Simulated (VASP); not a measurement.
# AgBr (Fm-3m) in VASP: further runs

The runs below take AgBr through relaxation of cell and atoms, single point, with HSE06, PBEsol, PBE.

Program: VASP 6.6.1. These are calculated values, not measurements. Logs are shortened: lines on timing, memory, paths and dates and some standing lists are left out, and cuts for length are marked.

## 1. The cell of the first run

The structure is cubic, space group Fm-3m (No. 225). The conventional cell has a = 5.785 Å, b = 5.785 Å, c = 5.785 Å, α = 90.00°, β = 90.00°, γ = 90.00°. Within 3.8 Å of Ag (site symmetry m-3m) lie 6 Br at 2.89 Å. Br (site symmetry m-3m) has 6 Ag at 2.89 Å within 3.8 Å.

## 2. Relaxation of cell and atoms, HSE06

File POSCAR:

```
AgBr
1.0
    0.0000000000      2.8927339603      2.8927339603
    2.8927339603      0.0000000000      2.8927339603
    2.8927339603      2.8927339603      0.0000000000
Ag Br
1 1
Direct
    0.0000000000      0.0000000000      0.0000000000
    0.5000000000      0.5000000000      0.5000000000
```

File INCAR.step1:

```
PREC = Accurate ; ENCUT = 500
EDIFF = 1E-5 ; ISMEAR = -1
SIGMA = 0.02 ; LREAL = F
LASPH = T ; NELM = 120
ALGO = Normal ; LWAVE = T
LCHARG = F ; GGA = PE
NBANDS = 16 ; GGA_COMPAT = F
IBRION = 2 ; ISIF = 3
EDIFFG = -0.005 ; NELMIN = 4
NSW = 100 ; KPAR = 4
```

File INCAR.step2:

```
PREC = Accurate ; ENCUT = 500
EDIFF = 1E-7 ; ISMEAR = -1
SIGMA = 0.02 ; LREAL = F
LASPH = T ; NELM = 120
ALGO = Normal ; ISIF = 3
LWAVE = F ; LCHARG = F
GGA = PE ; LHFCALC = T
HFSCREEN = 0.2079 ; PRECFOCK = Normal
IBRION = 2 ; NSW = 80
EDIFFG = -0.005 ; ISTART = 1
GGA_COMPAT = F ; NELMIN = 4
KPAR = 4
```

File KPOINTS:

```
Automatic mesh
0
Gamma
  6 6 6
```

Potentials or basis: VASP PAW PBE potentials, release 64 (Ag, Br).

On the command line:

```console
$ cat potpaw_PBE.64/Ag/POTCAR potpaw_PBE.64/Br/POTCAR > POTCAR
$ cp INCAR.step1 INCAR
$ mpirun -np 4 vasp_std > vasp.out
$ cp INCAR.step2 INCAR
$ mpirun -np 4 vasp_std > vasp.out
```

OUTCAR:

```text
PREC = Accurate
   ENCUT = 500
   EDIFF = 1E-7
   ISMEAR = -1
   LREAL = F
   LASPH = T
   NELM = 120
   ISIF = 3
   GGA = PE
   LHFCALC = T
   HFSCREEN = 0.2079
   PRECFOCK = Normal
   IBRION = 2
   NSW = 80
   EDIFFG = -0.005
   ISTART = 1
   NELMIN = 4

 ion  position               nearest neighbor table
   1  0.000  0.000  0.000-   2 2.89   2 2.89   2 2.89   2 2.89   2 2.89   2 2.89
   2  0.500  0.500  0.500-   1 2.89   1 2.89   1 2.89   1 2.89   1 2.89   1 2.89

  LATTYP: Found a face centered cubic cell.
 ALAT       =     5.7854679206

  Lattice vectors:

 A1 = (   0.0000000000,   2.8927339603,   2.8927339603)
 A2 = (   2.8927339603,   0.0000000000,   2.8927339603)
 A3 = (   2.8927339603,   2.8927339603,   0.0000000000)

Analysis of symmetry for initial positions (statically):
=====================================================================
 Subroutine PRICEL returns:
 Original cell was already a primitive cell.

 Routine SETGRP: Setting up the symmetry group for a
 face centered cubic supercell.

 Subroutine GETGRP returns: Found 48 space group operations
 (whereof 48 operations were pure point group operations)
 out of a pool of 48 trial point group operations.

The static configuration has the point symmetry O_h .

Analysis of symmetry for dynamics (positions and initial velocities):
=====================================================================
 Subroutine PRICEL returns:
 Original cell was already a primitive cell.

 Routine SETGRP: Setting up the symmetry group for a
 face centered cubic supercell.

 Subroutine GETGRP returns: Found 48 space group operations
 (whereof 48 operations were pure point group operations)
 out of a pool of 48 trial point group operations.

The dynamic configuration has the point symmetry O_h .

 Subroutine INISYM returns: Found 48 space group operations
 (whereof 48 operations are pure point group operations),
 and found     1 'primitive' translations

----------------------------------------------------------------------------------------

                                     Primitive cell

  volume of cell :      48.4123

  direct lattice vectors                    reciprocal lattice vectors
     0.000000000  2.892733960  2.892733960    -0.172846866  0.172846866  0.172846866
     2.892733960  0.000000000  2.892733960     0.172846866 -0.172846866  0.172846866
     2.892733960  2.892733960  0.000000000     0.172846866  0.172846866 -0.172846866

  length of vectors
     4.090943599  4.090943599  4.090943599     0.299379554  0.299379554  0.299379554

  position of ions in fractional coordinates (direct lattice)
     0.000000000  0.000000000  0.000000000
     0.500000000  0.500000000  0.500000000

  ion indices of the primitive-cell ions
   primitive index   ion index
                 1           1
                 2           2

----------------------------------------------------------------------------------------

 KPOINTS: Automatic mesh

Automatic generation of k-mesh.
 Grid dimensions read from file:
 generate k-points for:    6    6    6

 Generating k-lattice:

  Cartesian coordinates                     Fractional coordinates (reciprocal lattice)
    -0.028807811  0.028807811  0.028807811     0.166666667  0.000000000  0.000000000
     0.028807811 -0.028807811  0.028807811     0.000000000  0.166666667  0.000000000
     0.028807811  0.028807811 -0.028807811     0.000000000  0.000000000  0.166666667

  Length of vectors
     0.049896592  0.049896592  0.049896592

  Shift w.r.t. Gamma in fractional coordinates (k-lattice)
     0.000000000  0.000000000  0.000000000

 Subroutine IBZKPT returns following result:
 ===========================================

 Found     16 irreducible k-points:

 Following reciprocal coordinates:
            Coordinates               Weight
  0.000000  0.000000  0.000000      1.000000
  0.166667  0.000000  0.000000      8.000000
  0.333333  0.000000  0.000000      8.000000
  0.500000  0.000000  0.000000      4.000000
  0.166667  0.166667  0.000000      6.000000
  0.333333  0.166667  0.000000     24.000000
[... 8 lines left out ...]
 -0.333333  0.333333  0.166667     24.000000
 -0.333333  0.500000  0.166667     12.000000
   k-points           NKPTS =     16   k-points in BZ     NKDIM =    216   number of bands    NBANDS=     13
   number of dos      NEDOS =    301   number of ions     NIONS =      2
   total plane-waves  NPLWV =  27000
   dimension x,y,z NGX =    30 NGY =   30 NGZ =   30
   dimension x,y,z NGXF=    60 NGYF=   60 NGZF=   60
   ions per type =               1   1
   NGX,Y,Z   is equivalent  to a cutoff of  12.19, 12.19, 12.19 a.u.
   NGXF,Y,Z  is equivalent  to a cutoff of  24.38, 24.38, 24.38 a.u.
 SYSTEM =  unknown system
   PREC   = accura    normal or accurate (medium, high low for compatibility)
   ISTART =      1    job   : 0-new  1-cont  2-samecut
   ICHARG =      0    charge: 1-file 2-atom 10-const
   ISPIN  =      1    spin polarized calculation?
   LNONCOLLINEAR =      F non collinear calculations
   LSORBIT =      F    spin-orbit coupling
   LASPH  =      T    aspherical Exc in radial PAW
   ENCUT  =  500.0 eV  36.75 Ry    6.06 a.u.   7.46  7.46  7.46*2*pi/ulx,y,z
   NELM   =    120;   NELMIN=  4; NELMDL=  0     # of ELM steps
   EDIFF  = 0.1E-06   stopping-criterion for ELM
   LREAL  =      F    real-space projection
   EDIFFG = -.5E-02   stopping-criterion for IOM
   NSW    =     80    number of steps for IOM
   IBRION =      2    ionic relax: 0-MD 1-quasi-New 2-CG
   NFREE  =      1    steps in history (QN), initial steepest desc. (CG)
   ISIF   =      3    stress and relaxation
   ISYM   =      3    0-nonsym 1-usesym 2-fastsym
   POTIM  = 0.5000    time-step for ionic-motion
   TEBEG  =    0.0;   TEEND  =   0.0 temperature during run
   PSTRESS=    0.0 pullay stress
   NELECT =      18.0000    total number of electrons
   NUPDOWN=      -1.0000    fix difference up-down
   EMIN   =  10.00;   EMAX   =-10.00  energy-range for DOS
   EFERMI =   0.00;   METHOD = LEGACY
   ISMEAR =    -1;   SIGMA  =   0.02  broadening in eV -4-tet -1-fermi 0-gaus
   EFERMI_NEDOS =   21; number of points for ismear=-14 and -15
   IALGO  =     38    algorithm
   IMIX   =      1    mixing-type and parameters
     AMIX     =   0.40;   BMIX     =  1.00
     AMIX_MAG =   1.60;   BMIX_MAG =  1.00
  volume/ion in A,a.u.               =      24.21       163.35
  Fermi-wavevector in a.u.,A,eV,Ry     =   1.177192  2.224570 18.854684  1.385780
  Thomas-Fermi vector in A             =   2.313542
   LORBIT       =      0    0 simple, 1 ext, 2 COOP (PROOUT), +10 PAW based schemes
   GGA     = PE    functional components
   LHFCALC =     T    Hartree Fock is set to
   PRECFOCK=normal    Normal, Fast or Accurate (Low or Medium for compatibility)
   ENCUT4O =  -1.0   cutoff for four orbital integrals eV
   NKREDX  =     1    reduce k-point grid by
   NKREDY  =     1    reduce k-point grid by
   NKREDZ  =     1    reduce k-point grid by
   AEXX    =    0.2500 exact exchange contribution
   HFSCREEN=    0.2079 screening length (either q_TF or 0.3 A-1)
   HFSCREENC=   0.2079 screening length for correlation (either q_TF or 0.3 A-1)
   ENCUTFOCK=  -1.0 apply spherical cutoff to Coloumb kernel
   IVDW    =     0    specifies the selected vdW correction
   LEPSILON=     F    determine dielectric tensor
   LRPA    =     F    only Hartree local field effects (RPA)
 conjugate gradient relaxation of ions
 non-spin polarized calculation
  energy-cutoff  :      500.00
  volume of cell :       48.41
 maximum number of plane-waves:      1247
 NGX is ok and might be reduce to    30
  NGX = 24; NGY = 24; NGZ = 24

--------------------------------------- Ionic step        1  -------------------------------------------

 number of electron      18.0000004 magnetization

 Free energy of the ion-electron system (eV)
  ---------------------------------------------------
  ext. energy  EPLUGINS =         0.00000000
  ---------------------------------------------------
  free energy    TOTEN  =        -6.10062944 eV

  energy without entropy =       -6.10062944  energy(sigma->0) =       -6.10062944

------------------------ aborting loop because EDIFF is reached ----------------------------------------

  FORCE on cell =-STRESS in cart. coord.  units (eV):
  Direction    XX          YY          ZZ          XY          YZ          ZX
  --------------------------------------------------------------------------------------
  -------------------------------------------------------------------------------------
  Total        0.2730994      0.2730994      0.2730994      0.0000000      0.0000000      0.0000000
  in kB        9.0380732      9.0380732      9.0380732      0.0000000      0.0000000      0.0000000
  external PRESSURE =       9.0380732 kB  Pullay stress =       0.0000000 kB

 VOLUME and BASIS-vectors are now :
 -----------------------------------------------------------------------------
  energy-cutoff  :      500.00
  volume of cell :       48.41
      direct lattice vectors                 reciprocal lattice vectors
     0.000000000  2.892733960  2.892733960    -0.172846866  0.172846866  0.172846866
     2.892733960  0.000000000  2.892733960     0.172846866 -0.172846866  0.172846866
     2.892733960  2.892733960  0.000000000     0.172846866  0.172846866 -0.172846866
[... 37 lines left out ...]
 POSITION                                       TOTAL-FORCE (eV/Angst)
 -----------------------------------------------------------------------------------
      2.91179      5.82358      2.91179         0.000000      0.000000     -0.000000
      2.91179      2.91179      2.91179        -0.000000     -0.000000      0.000000
 -----------------------------------------------------------------------------------
    total drift:                                0.000001      0.000000      0.000000

  FREE ENERGIE OF THE ION-ELECTRON SYSTEM (eV)
  ---------------------------------------------------
  free  energy   TOTEN  =        -6.1035813810 eV

  energy  without entropy=       -6.1035813810  energy(sigma->0) =       -6.10358138

--------------------------------------- Ionic step        3  -------------------------------------------

 number of electron      18.0000002 magnetization

 Free energy of the ion-electron system (eV)
  ---------------------------------------------------
  ext. energy  EPLUGINS =         0.00000000
  ---------------------------------------------------
  free energy    TOTEN  =        -6.10361644 eV

  energy without entropy =       -6.10361644  energy(sigma->0) =       -6.10361644

 E-fermi :   2.6199     XC(G=0):  -7.9559

 val. band max:        2.1565270476   @ k =   0.5000   0.0000   0.0000
 cond. band min:       4.1726079310   @ k =   0.0000   0.0000   0.0000
 fundamental gap:      2.0160808834
 Fermi energy:         2.6198610210

 k-point     1 :       0.0000    0.0000    0.0000
  band No.  band energies     occupation
      1     -13.6451      2.00000
      2      -1.0084      2.00000
      3      -1.0084      2.00000
      4      -0.9764      2.00000
      5      -0.9764      2.00000
      6      -0.9764      2.00000
      7       0.4868      2.00000
      8       0.4868      2.00000
      9       0.4868      2.00000
     10       4.1726      0.00000
     11      13.4672      0.00000
     12      13.4672      0.00000
     13      13.4672      0.00000

 k-point     2 :       0.1667    0.0000    0.0000
  band No.  band energies     occupation
      1     -13.5429      2.00000
      2      -1.4437      2.00000
      3      -1.4437      2.00000
      4      -1.3290      2.00000
      5      -0.9140      2.00000
      6      -0.9140      2.00000
      7      -0.1434      2.00000
      8       1.0340      2.00000
      9       1.0340      2.00000
     10       5.4128      0.00000
     11      11.6249      0.00000
[... 246 lines left out ...]
 POSITION                                       TOTAL-FORCE (eV/Angst)
 -----------------------------------------------------------------------------------
      0.00000      0.00000      0.00000        -0.000000     -0.000000     -0.000000
      2.91419      2.91419      2.91419         0.000000      0.000000      0.000000
 -----------------------------------------------------------------------------------
    total drift:                               -0.000057     -0.000086     -0.000083

  FREE ENERGIE OF THE ION-ELECTRON SYSTEM (eV)
  ---------------------------------------------------
  free  energy   TOTEN  =        -6.1036164377 eV

  energy  without entropy=       -6.1036164377  energy(sigma->0) =       -6.10361644

 reached required accuracy - stopping structural energy minimisation
```

It took 42 min on 4 MPI ranks of Intel Xeon Platinum 8259CL at 2.50GHz (Skylake/Cascade Lake), shared host; peak memory 0.28 GiB.

Results:

| Property | Result |
| --- | --- |
| Free energy | -6.1036 eV |
| Relaxed volume | 24.75 Å³/atom |
| Relaxed cell | a = 4.121 Å, b = 4.121 Å, c = 4.121 Å, α = 60.00°, β = 60.00°, γ = 60.00° |
| Space group after relaxing (to 0.1 Å) | Fm-3m (No. 225) |
| Energy gained by relaxing | 1.5 meV/atom |
| Ionic steps | 3 |
| Pressure after relaxing | 0.0 GPa |
| Band gap on the k mesh | 2.02 eV (least direct gap 3.69 eV) |

The path:
| step | energy change (eV) | largest force (eV/Å) | pressure (GPa) | volume (Å³) |
| --- | --- | --- | --- | --- |
| 1 | 0.0000 | 0.0000 | 0.90 | 48.41 |
| 2 | -0.0030 | 0.0000 | 0.09 | 49.38 |
| 3 | -0.0030 | 0.0000 | 0.00 | 49.50 |

Final structure:
```yaml
crystal:
  lattice:
    - [0.00000, 2.91419, 2.91419]
    - [2.91419, 0.00000, 2.91419]
    - [2.91419, 2.91419, 0.00000]
  atoms:
    - { symbol: Ag, position: [0.00000, 0.00000, 0.00000] }
    - { symbol: Br, position: [0.50000, 0.50000, 0.50000] }
```

Levels at points of the mesh, in eV from the valence-band top:
| k point | band 6 | band 7 | band 8 | band 9 | band 10 | band 11 | band 12 | band 13 |
| --- | --- | --- | --- | --- | --- | --- | --- | --- |
| (0.00, 0.00, 0.00) | -3.13 | -1.67 | -1.67 | -1.67 | 2.02 | 11.31 | 11.31 | 11.31 |
| (0.50, 0.00, 0.00) | -2.87 | -2.40 | 0.00 | 0.00 | 5.09 | 8.11 | 8.27 | 8.27 |
| (0.50, 0.50, 0.00) | -2.77 | -2.70 | -2.57 | -2.57 | 3.13 | 8.33 | 10.43 | 12.56 |

Caveat: the PAW data sets were made with another functional, which shifts forces and pressure a little. A k mesh can miss the band edges.

[end of part 1 of 2]
